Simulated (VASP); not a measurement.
# Al4Cl (I4/mmm) in VASP: relaxation of cell and atoms with PBE

Aim: the relaxation of cell and atoms of Al4Cl with PBE.

All numbers are computed with VASP 6.6.1; they aren't measurements. Logs are shortened: lines on timing, memory, paths and dates and some standing lists are left out, and cuts for length are marked.

## (1) The cell of the first run

It takes space group I4/mmm (No. 139, tetragonal). The conventional cell has a = 3.929 Å, b = 3.929 Å, c = 13.170 Å, α = 90.00°, β = 90.00°, γ = 90.00°. Within 4.0 Å of Al (site symmetry -4m2) lie 12 Al at 2.78 to 3.93 Å and 4 Cl at 3.83 Å. Within 3.5 Å of Al (site symmetry 4mm) lie 5 Al at 2.64 to 2.78 Å and 4 Cl at 3.08 Å. Cl (site symmetry 4/mmm) has 16 Al at 3.08 to 3.83 Å and 4 Cl at 3.93 Å within 4.0 Å.

The cell was generated, and may not be a known phase.

## (2) Relaxation of cell and atoms, PBE

INCAR

```
SYSTEM = Al4Cl
PREC     = Accurate       ! precision mode
ENCUT    = 600            ! plane-wave cutoff, eV
EDIFF    = 1E-6           ! SCF threshold, eV
ISMEAR   = 0              ! smearing method
SIGMA    = 0.1            ! smearing width, eV
LREAL    = .FALSE.        ! projectors in reciprocal space
LASPH    = .TRUE.         ! aspherical terms in the spheres
NELM     = 80             ! most SCF steps
ALGO     = Normal         ! electronic algorithm
ISIF     = 3              ! what is computed and relaxed
LWAVE    = .FALSE.        ! write WAVECAR
LCHARG   = .FALSE.        ! write CHGCAR
GGA      = PE             ! functional
IBRION   = 2              ! ionic algorithm
NSW      = 100            ! ionic steps
EDIFFG   = -0.01          ! ionic threshold
```

KPOINTS

```
Automatic mesh
0
G
  14 14 14
  0 0 0
```

POSCAR

```
Al4Cl
1.0
   -1.9647011087      1.9647011087      6.5850228471
    1.9647011087     -1.9647011087      6.5850228471
    1.9647011087      1.9647011087     -6.5850228471
Al Cl
4 1
Direct
    0.2500000000      0.7500000000      0.5000000000
    0.7500000000      0.2500000000      0.5000000000
    0.3997894232      0.3997894232      0.0000000000
    0.6002105768      0.6002105768      0.0000000000
    0.0000000000      0.0000000000      0.0000000000
```

Potentials or basis: VASP PAW PBE potentials, release 64 (Al, Cl).

Launch:

```sh
$ cat potpaw_PBE.64/Al/POTCAR potpaw_PBE.64/Cl/POTCAR > POTCAR
$ mpirun -np 1 vasp_std > vasp.out
```

OUTCAR:

```text
SYSTEM = Al4Cl
   PREC = Accurate
   ENCUT = 600
   EDIFF = 1E-6
   ISMEAR = 0
   LREAL = .FALSE.
   LASPH = .TRUE.
   NELM = 80
   ISIF = 3
   GGA = PE
   IBRION = 2
   NSW = 100
   EDIFFG = -0.01

 ion  position               nearest neighbor table
   1  0.250  0.750  0.500-   2 2.78   2 2.78   2 2.78   2 2.78   4 2.78   3 2.78   4 2.78   3 2.78

   2  0.750  0.250  0.500-   1 2.78   1 2.78   1 2.78   1 2.78   3 2.78   4 2.78   4 2.78   3 2.78

   3  0.400  0.400  0.000-   4 2.64   1 2.78   2 2.78   2 2.78   1 2.78
   4  0.600  0.600  0.000-   3 2.64   2 2.78   1 2.78   1 2.78   2 2.78
   5  0.000  0.000  0.000-

  LATTYP: Found a body centered tetragonal cell.
 ALAT       =     3.9294022174
 C/A-ratio  =     3.3516664789

  Lattice vectors:

 A1 = (  -1.9647011087,   1.9647011087,   6.5850228471)
 A2 = (   1.9647011087,  -1.9647011087,   6.5850228471)
 A3 = (   1.9647011087,   1.9647011087,  -6.5850228471)

Analysis of symmetry for initial positions (statically):
=====================================================================
 Subroutine PRICEL returns:
 Original cell was already a primitive cell.

 Routine SETGRP: Setting up the symmetry group for a
 body centered tetragonal supercell.

 Subroutine GETGRP returns: Found 16 space group operations
 (whereof 16 operations were pure point group operations)
 out of a pool of 16 trial point group operations.

The static configuration has the point symmetry D_4h.

Analysis of symmetry for dynamics (positions and initial velocities):
=====================================================================
 Subroutine PRICEL returns:
 Original cell was already a primitive cell.

 Routine SETGRP: Setting up the symmetry group for a
 body centered tetragonal supercell.

 Subroutine GETGRP returns: Found 16 space group operations
 (whereof 16 operations were pure point group operations)
 out of a pool of 16 trial point group operations.

The dynamic configuration has the point symmetry D_4h.

 Subroutine INISYM returns: Found 16 space group operations
 (whereof 16 operations are pure point group operations),
 and found     1 'primitive' translations

----------------------------------------------------------------------------------------

                                     Primitive cell

  volume of cell :     101.6741

  direct lattice vectors                    reciprocal lattice vectors
    -1.964701109  1.964701109  6.585022847     0.000000000  0.254491636  0.075929881
     1.964701109 -1.964701109  6.585022847     0.254491636  0.000000000  0.075929881
     1.964701109  1.964701109 -6.585022847     0.254491636  0.254491636  0.000000000

  length of vectors
     7.147211120  7.147211120  7.147211120     0.265577371  0.265577371  0.359905524

  position of ions in fractional coordinates (direct lattice)
     0.250000000  0.750000000  0.500000000
     0.750000000  0.250000000  0.500000000
     0.399789423  0.399789423  0.000000000
     0.600210577  0.600210577  0.000000000
     0.000000000  0.000000000  0.000000000

  ion indices of the primitive-cell ions
   primitive index   ion index
                 1           1
                 2           2
                 3           3
                 4           4
                 5           5

----------------------------------------------------------------------------------------

 KPOINTS: Automatic mesh

Automatic generation of k-mesh.
 Grid dimensions read from file:
 generate k-points for:   14   14   14

 Generating k-lattice:

  Cartesian coordinates                     Fractional coordinates (reciprocal lattice)
     0.000000000  0.018177974  0.005423563     0.071428571  0.000000000 -0.000000000
     0.018177974  0.000000000  0.005423563     0.000000000  0.071428571 -0.000000000
     0.018177974  0.018177974  0.000000000     0.000000000  0.000000000  0.071428571

  Length of vectors
     0.018969812  0.018969812  0.025707537

  Shift w.r.t. Gamma in fractional coordinates (k-lattice)
     0.000000000  0.000000000  0.000000000

 Subroutine IBZKPT returns following result:
 ===========================================

 Found    244 irreducible k-points:

 Following reciprocal coordinates:
            Coordinates               Weight
  0.000000  0.000000  0.000000      1.000000
  0.071429  0.000000  0.000000      8.000000
  0.142857 -0.000000  0.000000      8.000000
  0.214286 -0.000000  0.000000      8.000000
  0.285714  0.000000  0.000000      8.000000
  0.357143 -0.000000  0.000000      8.000000
[... 16 lines left out ...]
  0.214286  0.142857  0.000000     16.000000
  0.285714  0.142857  0.000000     16.000000
 [... further k-points ...]
   k-points           NKPTS =    244   k-points in BZ     NKDIM =    244   number of bands    NBANDS=     13
   number of dos      NEDOS =    301   number of ions     NIONS =      5
   total plane-waves  NPLWV = 216000
   dimension x,y,z NGX =    60 NGY =   60 NGZ =   60
   dimension x,y,z NGXF=   120 NGYF=  120 NGZF=  120
   ions per type =               4   1
   NGX,Y,Z   is equivalent  to a cutoff of  13.96, 13.96, 13.96 a.u.
   NGXF,Y,Z  is equivalent  to a cutoff of  27.91, 27.91, 27.91 a.u.
 SYSTEM =  Al4Cl
   PREC   = accura    normal or accurate (medium, high low for compatibility)
   ISTART =      0    job   : 0-new  1-cont  2-samecut
   ICHARG =      2    charge: 1-file 2-atom 10-const
   ISPIN  =      1    spin polarized calculation?
   LNONCOLLINEAR =      F non collinear calculations
   LSORBIT =      F    spin-orbit coupling
   LASPH  =      T    aspherical Exc in radial PAW
   ENCUT  =  600.0 eV  44.10 Ry    6.64 a.u.  14.27 14.27 14.27*2*pi/ulx,y,z
   NELM   =     80;   NELMIN=  2; NELMDL= -5     # of ELM steps
   EDIFF  = 0.1E-05   stopping-criterion for ELM
   LREAL  =      F    real-space projection
   EDIFFG = -.1E-01   stopping-criterion for IOM
   NSW    =    100    number of steps for IOM
   IBRION =      2    ionic relax: 0-MD 1-quasi-New 2-CG
   NFREE  =      1    steps in history (QN), initial steepest desc. (CG)
   ISIF   =      3    stress and relaxation
   ISYM   =      2    0-nonsym 1-usesym 2-fastsym
   POTIM  = 0.5000    time-step for ionic-motion
   TEBEG  =    0.0;   TEEND  =   0.0 temperature during run
   PSTRESS=    0.0 pullay stress
   NELECT =      19.0000    total number of electrons
   NUPDOWN=      -1.0000    fix difference up-down
   EMIN   =  10.00;   EMAX   =-10.00  energy-range for DOS
   EFERMI =   0.00;   METHOD = LEGACY
   ISMEAR =     0;   SIGMA  =   0.10  broadening in eV -4-tet -1-fermi 0-gaus
   EFERMI_NEDOS =   21; number of points for ismear=-14 and -15
   IALGO  =     38    algorithm
   IMIX   =      4    mixing-type and parameters
     AMIX     =   0.40;   BMIX     =  1.00
     AMIX_MAG =   1.60;   BMIX_MAG =  1.00
  volume/ion in A,a.u.               =      20.33       137.23
  Fermi-wavevector in a.u.,A,eV,Ry     =   0.935957  1.768702 11.918917  0.876016
  Thomas-Fermi vector in A             =   2.062918
   LORBIT       =      0    0 simple, 1 ext, 2 COOP (PROOUT), +10 PAW based schemes
   GGA     = PE    functional components
   LHFCALC =     F    Hartree Fock is set to
   AEXX    =    0.0000 exact exchange contribution
   IVDW    =     0    specifies the selected vdW correction
   LEPSILON=     F    determine dielectric tensor
   LRPA    =     F    only Hartree local field effects (RPA)
 conjugate gradient relaxation of ions
 non-spin polarized calculation
 Gauss-broadening in eV      SIGMA  =   0.10
  energy-cutoff  :      600.00
  volume of cell :      101.67
 maximum number of plane-waves:      3415
 NGX is ok and might be reduce to    60
   NGX = 29   NGY = 29   NGZ = 29

--------------------------------------- Ionic step        1  -------------------------------------------

 number of electron      19.0000000 magnetization

 Free energy of the ion-electron system (eV)
  ---------------------------------------------------
  ext. energy  EPLUGINS =         0.00000000
  ---------------------------------------------------
  free energy    TOTEN  =       -16.44310623 eV

  energy without entropy =      -16.43030125  energy(sigma->0) =      -16.43670374

------------------------ aborting loop because EDIFF is reached ----------------------------------------

  FORCE on cell =-STRESS in cart. coord.  units (eV):
  Direction    XX          YY          ZZ          XY          YZ          ZX
  --------------------------------------------------------------------------------------
  -------------------------------------------------------------------------------------
  Total        0.1485231      0.1485231     -0.0002902      0.0000000      0.0000000      0.0000000
  in kB        2.3404231      2.3404231     -0.0045724      0.0000000      0.0000000      0.0000000
  external PRESSURE =       1.5587579 kB  Pullay stress =       0.0000000 kB
[... 141 lines left out ...]
  energy  without entropy=      -16.4319469592  energy(sigma->0) =      -16.43828096

--------------------------------------- Ionic step        5  -------------------------------------------

 number of electron      19.0000000 magnetization

 Free energy of the ion-electron system (eV)
  ---------------------------------------------------
  ext. energy  EPLUGINS =         0.00000000
  ---------------------------------------------------
  free energy    TOTEN  =       -16.44467050 eV

  energy without entropy =      -16.43204277  energy(sigma->0) =      -16.43835663

 E-fermi :   5.2774     XC(G=0):  -9.3780

 val. band max:        5.2734303861   @ k =   0.2857   0.1429   0.1429
 cond. band min:       5.2805359020   @ k =  -0.3571  -0.3571   0.0714
 fundamental gap:      0.0071055160
 Fermi energy:         5.2773907379

 k-point     1 :       0.0000    0.0000    0.0000
  band No.  band energies     occupation
      1     -10.3190      2.00000
      2      -3.5623      2.00000
      3      -0.8817      2.00000
      4       1.5861      2.00000
      5       1.5861      2.00000
      6       1.7161      2.00000
      7       3.0038      2.00000
      8       4.8219      2.00000
      9       4.8219      2.00000
     10       6.4609      0.00000
     11       7.8753      0.00000
     12       8.0661      0.00000
     13       8.6528      0.00000
[... 353 lines left out ...]
 k-point    24 :       0.2857    0.1429    0.0000
  band No.  band energies     occupation
      1     -10.1661      2.00000
      2      -2.8115      2.00000
      3      -0.8180      2.00000
      4       0.7161      2.00000
      5       1.2013      2.00000
      6       1.3377      2.00000
      7       3.0260      2.00000
      8       4.1804      2.00000
      9       4.3123      2.00000
     10       5.6640      0.00000
     11       6.8070      0.00000
     12       7.4850      0.00000
     13       8.9018      0.00000

 [... further k-points ...]

------------------------ aborting loop because EDIFF is reached ----------------------------------------

  FORCE on cell =-STRESS in cart. coord.  units (eV):
  Direction    XX          YY          ZZ          XY          YZ          ZX
  --------------------------------------------------------------------------------------
  -------------------------------------------------------------------------------------
  Total       -0.0041558     -0.0041558      0.0000815      0.0000000      0.0000000      0.0000000
  in kB       -0.0652795     -0.0652795      0.0012802      0.0000000      0.0000000      0.0000000
  external PRESSURE =      -0.0430930 kB  Pullay stress =       0.0000000 kB
[... 20 lines left out ...]
  FREE ENERGIE OF THE ION-ELECTRON SYSTEM (eV)
  ---------------------------------------------------
  free  energy   TOTEN  =       -16.4446704952 eV

  energy  without entropy=      -16.4320427726  energy(sigma->0) =      -16.43835663

 reached required accuracy - stopping structural energy minimisation
```

It took 22 min on 1 thread of Intel Xeon 6975P-C (Granite Rapids), shared host; peak memory 0.76 GiB.

What came out:

| Property | Result |
| --- | --- |
| Free energy | -16.4447 eV |
| Relaxed volume | 20.40 Å³/atom |
| Relaxed cell | a = 7.144 Å, b = 7.144 Å, c = 7.144 Å, α = 148.01°, β = 148.01°, γ = 45.87° |
| Space group after relaxing (to 0.1 Å) | I4/mmm (No. 139) |
| Energy gained by relaxing | 0.3 meV/atom |
| Ionic steps | 5 |
| Pressure after relaxing | 0.0 GPa |
| Band gap on the k mesh | zero (an odd number of electrons rules out a gap without spin polarisation) |

The path:
```
step  energy change (eV)  largest force (eV/Å)  pressure (GPa)  volume (Å³)
   1              0.0000                0.1202            0.16       101.67
   2             -0.0013                0.0551            0.01       101.97
   3             -0.0015                0.0053           -0.09       102.18
   4             -0.0015                0.0106           -0.08       102.16
   5             -0.0016                0.0012            0.00       102.00
```

Final structure:
```
Al Cl
1.0
    -1.96862    1.96862    6.57974
     1.96862   -1.96862    6.57974
     1.96862    1.96862   -6.57974
Al Cl
4 1
Direct
  0.25000 0.75000 0.50000
  0.75000 0.25000 0.50000
  0.40060 0.40060 0.00000
  0.59940 0.59940 0.00000
  0.00000 0.00000 0.00000
```
